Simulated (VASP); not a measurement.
**C: single point with r2SCAN**

The system is C.

```
C
1.0
     0.00000    1.64073    1.85474
     1.64073    0.00000    1.85474
     1.64073    1.64073    0.00000
C
2
Cartesian
  1.6407 1.6407 1.8547
  2.4611 2.4611 2.7821
```

This cell differs from its parent crystal: strain -0.080 along x and y, +0.040 along z.

```yaml
Program: VASP 6.6.1
Task: single point
Functional: r2SCAN
Potentials_or_basis: VASP PAW PBE potentials, release 64 (C)
Cutoff: 520 eV
k_mesh: 12 × 12 × 12
Occupations: gaussian, width 0.05 eV
Spin: no spin polarisation
```

```yaml
Pressure: 70.6 GPa
Band_gap_on_the_k_mesh: 2.91 eV, indirect (least direct gap 4.97 eV)
```

Stress tensor (GPa, compression positive):
```
122.48   0.00   0.00
  0.00 122.48   0.00
  0.00   0.00 -33.22
```

Levels at points of the mesh, in eV from the valence-band top:
```
           k point  band 1  band 2  band 3  band 4  band 5  band 6  band 7  band 8
(0.00, 0.00, 0.00)  -25.35   -2.42    0.00    0.00    4.97    4.97    6.70   15.71
(0.50, 0.00, 0.00)  -18.55  -16.34   -5.50   -2.71    6.15    9.27   12.03   17.29
(0.50, 0.50, 0.00)  -16.77  -16.77   -6.80   -6.80    6.74    6.74   18.51   18.51
(0.50, 0.00, 0.50)  -14.58  -14.58   -8.87   -8.87    3.51    3.51   18.39   18.39
```

Run time: 33 s on 1 thread of Intel(R) Xeon(R) Platinum 8488C (Sapphire Rapids) (shared host), peak memory 0.12 GiB.

Caveat: the cell differs from its parent crystal (strain -0.080 along x and y, +0.040 along z); the PAW data sets were made with another functional, which shifts forces and pressure a little. A k mesh can miss the band edges.
